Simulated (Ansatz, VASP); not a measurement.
One calculation of Li2Mg, two programs

```
Li Mg
1.0
     3.07827    0.00000    0.00000
    -1.53913    2.66586    0.00000
     0.00000    0.00000   15.43390
Li Mg
4 2
Direct
  0.66667 0.33333 0.58279
  0.33333 0.66667 0.08279
  0.33333 0.66667 0.41721
  0.66667 0.33333 0.91721
  0.33333 0.66667 0.75000
  0.66667 0.33333 0.25000
```

Alike in both runs: task single point; functional LDA; k mesh 10 × 10 × 2; no spin polarisation.

|  | VASP | Ansatz |
| --- | --- | --- |
| version | VASP 6.6.1 | Ansatz 0.2.0 |
| potentials or method | VASP PAW LDA potentials, release 64 (Li_sv, Mg), cutoff 520 eV | plane waves, PAW |
| occupations | methfessel-paxton of order 1, width 0.25 eV | cold, width 0.25 eV |
| valence electrons in the cell | 16 | 32 |

|  | VASP | Ansatz | Ansatz less VASP |
| --- | --- | --- | --- |
| rms of the force components (eV/Å) | 0.018 | 0.017 | -0.0011 |

LDA's correlation is that of Perdew and Zunger in VASP and of Perdew and Wang (1992) in Ansatz. Atom by atom the forces differ by 0.001 eV/Å (rms over components). VASP's potentials hold 16 valence electrons a cell and Ansatz's 32, so a difference there can come from the potentials and not from the codes.

Noted on VASP's run: the cutoff is short for stress, so the pressure is rough.
